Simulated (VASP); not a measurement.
Crystal: CdF2.

```
Cd F
1.0
    -0.01536    2.69418    2.69418
     2.69418   -0.01536    2.69418
     2.67882    2.67882    0.00000
Cd F
1 2
Cartesian
  0.0000 0.0000 0.0000
  1.3394 1.3394 1.3505
  4.0182 4.0182 4.0378
```

This cell differs from its parent crystal: shear xy strain -1.1%.

Base run:

- Program: VASP 6.6.1
- Functional: PBE
- Potentials or basis: VASP PAW PBE potentials, release 64 (Cd, F)
- Cutoff: 520 eV
- k mesh: 8 × 8 × 8
- Occupations: fermi-dirac, width 0.02 eV
- Spin: no spin polarisation

Its results: band gap on the k mesh 3.07 eV, indirect (least direct gap 3.55 eV); pressure 6.2 GPa; largest force 0.008 eV/Å.

Task: The run is repeated on the same cell with these changes: functional from PBE to r2SCAN; occupations from fermi-dirac, width 0.02 eV to gaussian, width 0.01 eV. What comes out?

Result: Band gap on the k mesh 3.75 eV, indirect (least direct gap 4.23 eV); pressure 1.0 GPa; largest force 0.005 eV/Å.

Caveats: the PAW data sets were made with another functional, which shifts forces and pressure a little (some runs).

A k mesh can miss the band edges.
